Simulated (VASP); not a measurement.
# Mo (I4/mmm) in VASP: a series of runs

The runs below take Mo through single point, with r2SCAN.

Everything below comes from runs of VASP 6.6.1. Logs are shortened: lines on timing, memory, paths and dates and some standing lists are left out, and cuts for length are marked.

## (1) The cell of the first run

Symmetry: I4/mmm, No. 139, tetragonal system. The conventional cell has a = 3.189 Å, b = 3.189 Å, c = 3.065 Å, α = 90.00°, β = 90.00°, γ = 90.00°. Within 3.6 Å of Mo (site symmetry 4/mmm) lie 14 Mo at 2.73 to 3.19 Å.

## (2) Single point, r2SCAN

Contents of POSCAR:

```
Mo
1.0
   -1.5943989333      1.5943989333      1.5322866170
    1.5943989333     -1.5943989333      1.5322866170
    1.5943989333      1.5943989333     -1.5322866170
Mo
1
Direct
    0.0000000000      0.0000000000      0.0000000000
```

Contents of INCAR.step1:

```
PREC = Accurate
ENCUT = 520
ISMEAR = -1
SIGMA = 0.05
LREAL = False
LASPH = True
NELM = 80
NBANDS = 13
GGA = PE
ALGO = Normal
EDIFF = 1E-4
LWAVE = True
LCHARG = False
```

Contents of INCAR.step2:

```
PREC = Accurate
ENCUT = 520
EDIFF = 1E-6
ISMEAR = -1
SIGMA = 0.05
LREAL = False
LASPH = True
NELM = 80
ALGO = Normal
ISIF = 2
LWAVE = False
LCHARG = True
METAGGA = R2SCAN
LMIXTAU = True
LELF = True
LVHAR = True
NBANDS = 13
ISTART = 1
```

Contents of KPOINTS:

```
Automatic mesh
0
Gamma
  15 15 15
```

Potentials or basis: VASP PAW PBE potentials, release 64 (Mo_sv).

Run with:

```
> cat potpaw_PBE.64/Mo_sv/POTCAR > POTCAR
> cp INCAR.step1 INCAR
> mpirun -np 1 vasp_std > vasp.out
> cp INCAR.step2 INCAR
> mpirun -np 1 vasp_std > vasp.out
```

OUTCAR:

```text
PREC = Accurate
   ENCUT = 520
   EDIFF = 1E-6
   ISMEAR = -1
   LREAL = False
   LASPH = True
   NELM = 80
   ISIF = 2
   METAGGA = R2SCAN
   ISTART = 1

 ion  position               nearest neighbor table
   1  0.000  0.000  0.000-

  LATTYP: Found a body centered tetragonal cell.
 ALAT       =     3.1887978666
 C/A-ratio  =     0.9610434283

  Lattice vectors:

 A1 = (  -1.5943989333,   1.5943989333,   1.5322866170)
 A2 = (   1.5943989333,  -1.5943989333,   1.5322866170)
 A3 = (   1.5943989333,   1.5943989333,  -1.5322866170)

Analysis of symmetry for initial positions (statically):
=====================================================================
 Subroutine PRICEL returns:
 Original cell was already a primitive cell.

 Routine SETGRP: Setting up the symmetry group for a
 body centered tetragonal supercell.

 Subroutine GETGRP returns: Found 16 space group operations
 (whereof 16 operations were pure point group operations)
 out of a pool of 16 trial point group operations.

The static configuration has the point symmetry D_4h.

Analysis of symmetry for dynamics (positions and initial velocities):
=====================================================================
 Subroutine PRICEL returns:
 Original cell was already a primitive cell.

 Routine SETGRP: Setting up the symmetry group for a
 body centered tetragonal supercell.

 Subroutine GETGRP returns: Found 16 space group operations
 (whereof 16 operations were pure point group operations)
 out of a pool of 16 trial point group operations.

The dynamic configuration has the point symmetry D_4h.

 Subroutine INISYM returns: Found 16 space group operations
 (whereof 16 operations are pure point group operations),
 and found     1 'primitive' translations

----------------------------------------------------------------------------------------

                                     Primitive cell

  volume of cell :      15.5810

  direct lattice vectors                    reciprocal lattice vectors
    -1.594398933  1.594398933  1.532286617     0.000000000  0.313597801  0.326309709
     1.594398933 -1.594398933  1.532286617     0.313597801  0.000000000  0.326309709
     1.594398933  1.594398933 -1.532286617     0.313597801  0.313597801  0.000000000

  length of vectors
     2.726191151  2.726191151  2.726191151     0.452572212  0.452572212  0.443494264

  position of ions in fractional coordinates (direct lattice)
     0.000000000  0.000000000  0.000000000

  ion indices of the primitive-cell ions
   primitive index   ion index
                 1           1

----------------------------------------------------------------------------------------

 KPOINTS: Automatic mesh

Automatic generation of k-mesh.
 Grid dimensions read from file:
 generate k-points for:   15   15   15

 Generating k-lattice:

  Cartesian coordinates                     Fractional coordinates (reciprocal lattice)
     0.000000000  0.020906520  0.021753981     0.066666667  0.000000000 -0.000000000
     0.020906520  0.000000000  0.021753981     0.000000000  0.066666667 -0.000000000
     0.020906520  0.020906520  0.000000000     0.000000000  0.000000000  0.066666667

  Length of vectors
     0.030171481  0.030171481  0.029566284

  Shift w.r.t. Gamma in fractional coordinates (k-lattice)
     0.000000000  0.000000000  0.000000000

 Subroutine IBZKPT returns following result:
 ===========================================

 Found    288 irreducible k-points:

 Following reciprocal coordinates:
            Coordinates               Weight
  0.000000  0.000000  0.000000      1.000000
  0.066667 -0.000000  0.000000      8.000000
  0.133333 -0.000000  0.000000      8.000000
  0.200000 -0.000000  0.000000      8.000000
  0.266667 -0.000000  0.000000      8.000000
  0.333333 -0.000000  0.000000      8.000000
[... 16 lines left out ...]
  0.133333  0.133333  0.000000      8.000000
  0.200000  0.133333  0.000000     16.000000
 [... further k-points ...]
   k-points           NKPTS =    288   k-points in BZ     NKDIM =    288   number of bands    NBANDS=     13
   number of dos      NEDOS =    301   number of ions     NIONS =      1
   total plane-waves  NPLWV =   8000
   dimension x,y,z NGX =    20 NGY =   20 NGZ =   20
   dimension x,y,z NGXF=    40 NGYF=   40 NGZF=   40
   ions per type =               1
   NGX,Y,Z   is equivalent  to a cutoff of  12.20, 12.20, 12.20 a.u.
   NGXF,Y,Z  is equivalent  to a cutoff of  24.39, 24.39, 24.39 a.u.
 SYSTEM =  unknown system
   PREC   = accura    normal or accurate (medium, high low for compatibility)
   ISTART =      1    job   : 0-new  1-cont  2-samecut
   ICHARG =      0    charge: 1-file 2-atom 10-const
   ISPIN  =      1    spin polarized calculation?
   LNONCOLLINEAR =      F non collinear calculations
   LSORBIT =      F    spin-orbit coupling
   LASPH  =      T    aspherical Exc in radial PAW
   ENCUT  =  520.0 eV  38.22 Ry    6.18 a.u.   5.07  5.07  5.07*2*pi/ulx,y,z
   NELM   =     80;   NELMIN=  2; NELMDL=  0     # of ELM steps
   EDIFF  = 0.1E-05   stopping-criterion for ELM
   LREAL  =      F    real-space projection
   EDIFFG = 0.1E-04   stopping-criterion for IOM
   NSW    =      0    number of steps for IOM
   IBRION =     -1    ionic relax: 0-MD 1-quasi-New 2-CG
   NFREE  =      0    steps in history (QN), initial steepest desc. (CG)
   ISIF   =      2    stress and relaxation
   ISYM   =      2    0-nonsym 1-usesym 2-fastsym
   POTIM  = 0.5000    time-step for ionic-motion
   TEBEG  =    0.0;   TEEND  =   0.0 temperature during run
   PSTRESS=    0.0 pullay stress
   NELECT =      14.0000    total number of electrons
   NUPDOWN=      -1.0000    fix difference up-down
   EMIN   =  10.00;   EMAX   =-10.00  energy-range for DOS
   EFERMI =   0.00;   METHOD = LEGACY
   ISMEAR =    -1;   SIGMA  =   0.05  broadening in eV -4-tet -1-fermi 0-gaus
   EFERMI_NEDOS =   21; number of points for ismear=-14 and -15
   IALGO  =     38    algorithm
   IMIX   =      4    mixing-type and parameters
     AMIX     =   0.40;   BMIX     =  1.00
     AMIX_MAG =   1.60;   BMIX_MAG =  1.00
  volume/ion in A,a.u.               =      15.58       105.15
  Fermi-wavevector in a.u.,A,eV,Ry     =   1.579742  2.985280 33.954495  2.495585
  Thomas-Fermi vector in A             =   2.680075
   LORBIT       =      0    0 simple, 1 ext, 2 COOP (PROOUT), +10 PAW based schemes
   METAGGA = R2SCAN    functional components
   LHFCALC =     F    Hartree Fock is set to
   AEXX    =    0.0000 exact exchange contribution
   IVDW    =     0    specifies the selected vdW correction
   LEPSILON=     F    determine dielectric tensor
   LRPA    =     F    only Hartree local field effects (RPA)
 non-spin polarized calculation
  energy-cutoff  :      520.00
  volume of cell :       15.58
 maximum number of plane-waves:       430
   NGX = 11   NGY = 11   NGZ = 11

 number of electron      14.0000001 magnetization

 Free energy of the ion-electron system (eV)
  ---------------------------------------------------
  ext. energy  EPLUGINS =         0.00000000
  ---------------------------------------------------
  free energy    TOTEN  =       -26.06131420 eV

  energy without entropy =      -26.05636240  energy(sigma->0) =      -26.05883830

 E-fermi :  12.5651     XC(G=0): -14.6571

 val. band max:       12.5606343040   @ k =  -0.1333  -0.2667   0.1333
 cond. band min:      12.5667649032   @ k =  -0.1333   0.2000   0.0667
 fundamental gap:      0.0061305992
 Fermi energy:        12.5651470300

 k-point     1 :       0.0000    0.0000    0.0000
  band No.  band energies     occupation
      1     -50.6230      2.00000
      2     -23.0909      2.00000
      3     -23.0909      2.00000
      4     -23.0772      2.00000
      5       4.9300      2.00000
      6      10.8509      2.00000
      7      11.3562      2.00000
      8      11.3562      2.00000
      9      14.1775      0.00000
     10      14.8280      0.00000
     11      27.8418      0.00000
     12      27.8418      0.00000
     13      28.6884      0.00000

 k-point     2 :       0.0667   -0.0000    0.0000
  band No.  band energies     occupation
      1     -50.6102      2.00000
      2     -23.1550      2.00000
      3     -23.1131      2.00000
      4     -23.0851      2.00000
      5       5.1406      2.00000
      6      10.8512      2.00000
      7      11.3237      2.00000
      8      11.4258      2.00000
      9      14.1477      0.00000
     10      14.6946      0.00000
     11      28.1367      0.00000
     12      28.2016      0.00000
     13      28.9342      0.00000

 k-point     3 :       0.1333   -0.0000    0.0000
  band No.  band energies     occupation
      1     -50.5741      2.00000
      2     -23.3512      2.00000
      3     -23.1753      2.00000
      4     -23.0898      2.00000
      5       5.7271      2.00000
      6      10.6116      2.00000
      7      11.1925      2.00000
      8      11.9032      2.00000
      9      14.0421      0.00000
     10      14.5182      0.00000
     11      28.6568      0.00000
     12      29.2352      0.00000
     13      29.5818      0.00000
[... 305 lines left out ...]
 k-point    23 :       0.1333    0.1333    0.0000
  band No.  band energies     occupation
      1     -50.4903      2.00000
      2     -23.7706      2.00000
      3     -23.2698      2.00000
      4     -23.1668      2.00000
      5       7.0160      2.00000
      6      10.1947      2.00000
      7      10.4468      2.00000
      8      13.5120      0.00000
      9      13.7260      0.00000
     10      14.8484      0.00000
     11      29.3035      0.00000
     12      29.8190      0.00000
     13      30.9288      0.00000

 k-point    24 :       0.2000    0.1333    0.0000
  band No.  band energies     occupation
      1     -50.4331      2.00000
      2     -24.0244      2.00000
      3     -23.3822      2.00000
      4     -23.1895      2.00000
      5       7.6618      2.00000
      6       9.8378      2.00000
      7      10.3631      2.00000
      8      13.6932      0.00000
      9      14.8339      0.00000
     10      15.2119      0.00000
     11      28.5475      0.00000
     12      29.0733      0.00000
     13      32.1785      0.00000

 [... further k-points ...]

------------------------ aborting loop because EDIFF is reached ----------------------------------------

  FORCE on cell =-STRESS in cart. coord.  units (eV):
  Direction    XX          YY          ZZ          XY          YZ          ZX
  --------------------------------------------------------------------------------------
  -------------------------------------------------------------------------------------
  Total       -0.2007553     -0.2007553      1.1382074      0.0000000     -0.0000000     -0.0000000
  in kB      -20.6435130    -20.6435130    117.0409892      0.0000000     -0.0000000     -0.0000000
  external PRESSURE =      25.2513211 kB  Pullay stress =       0.0000000 kB

 VOLUME and BASIS-vectors are now :
 -----------------------------------------------------------------------------
  energy-cutoff  :      520.00
  volume of cell :       15.58
      direct lattice vectors                 reciprocal lattice vectors
    -1.594398933  1.594398933  1.532286617     0.000000000  0.313597801  0.326309709
     1.594398933 -1.594398933  1.532286617     0.313597801  0.000000000  0.326309709
     1.594398933  1.594398933 -1.532286617     0.313597801  0.313597801  0.000000000

 POSITION                                       TOTAL-FORCE (eV/Angst)
 -----------------------------------------------------------------------------------
      0.00000      0.00000      0.00000        -0.000000      0.000000      0.000000
 -----------------------------------------------------------------------------------
    total drift:                                0.000000     -0.000000     -0.000000

  FREE ENERGIE OF THE ION-ELECTRON SYSTEM (eV)
  ---------------------------------------------------
  free  energy   TOTEN  =       -26.0613142027 eV

  energy  without entropy=      -26.0563624040  energy(sigma->0) =      -26.05883830
```

Wall time 2.1 min (1 thread of Intel Xeon 6975P-C (Granite Rapids), shared host); peak memory 0.17 GiB.

What came out:

```yaml
Free_energy: -26.0613 eV
Pressure: 2.5 GPa
Band_gap_on_the_k_mesh: zero (bands 7 and 8 overlap by 5.19 eV)
```

Stress tensor (GPa, compression positive):
```
-2.06  0.00  0.00
 0.00 -2.06  0.00
 0.00  0.00 11.70
```

Caveat: the stress differs along the axes, from -2 to 12 GPa; the PAW data sets were made with another functional, which shifts forces and pressure a little.

(Part 1 of 2 ends here.)
